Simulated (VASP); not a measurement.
Input of a VASP 6.6.1 run:

Contents of POSCAR:

```
IrS
1.0
    0.0000000000      2.4716287175      2.4716287175
    2.4716287175      0.0000000000      2.4716287175
    2.4716287175      2.4716287175      0.0000000000
Ir S
1 1
Direct
    0.5000000000      0.5000000000      0.5000000000
    0.0000000000      0.0000000000      0.0000000000
```

Contents of INCAR.step1:

```
ALGO = Normal
EDIFF = 1E-5
ENCUT = 620
GGA = PE
GGA_COMPAT = False
ISMEAR = 0
LASPH = True
LCHARG = False
LREAL = False
LWAVE = True
NBANDS = 18
NELM = 120
PREC = Accurate
SIGMA = 0.05
```

The input INCAR.step2:

```
ALGO = Normal
EDIFF = 1E-6
ENCUT = 620
GGA_COMPAT = False
ISIF = 2
ISMEAR = 0
ISTART = 1
LASPH = True
LCHARG = False
LMIXTAU = True
LREAL = False
LWAVE = False
METAGGA = R2SCAN
NBANDS = 18
NELM = 120
PREC = Accurate
SIGMA = 0.05
```

KPOINTS

```
k-points
0
Gamma
  12 12 12
```

Potentials or basis: VASP PAW PBE potentials, release 64 (Ir_sv_GW, S).

Run with:

```bash
$ cat potpaw_PBE.64/Ir_sv_GW/POTCAR potpaw_PBE.64/S/POTCAR > POTCAR
$ cp INCAR.step1 INCAR
$ mpirun -np 1 vasp_std > vasp.out
$ cp INCAR.step2 INCAR
$ mpirun -np 1 vasp_std > vasp.out
```

(1) Estimate the band gap on the k mesh.

(2) Estimate the pressure.

## Answers

(1) zero (an odd number of electrons rules out a gap without spin polarisation).

(2) -3.3 GPa.

Caveat: the cell stands under tension; the PAW data sets were made with another functional, which shifts forces and pressure a little; spin-orbit coupling is left out, which moves the levels of the heavy elements; an odd number of electrons without spin polarisation forces a metal; a magnetic or distorted state may lie lower.
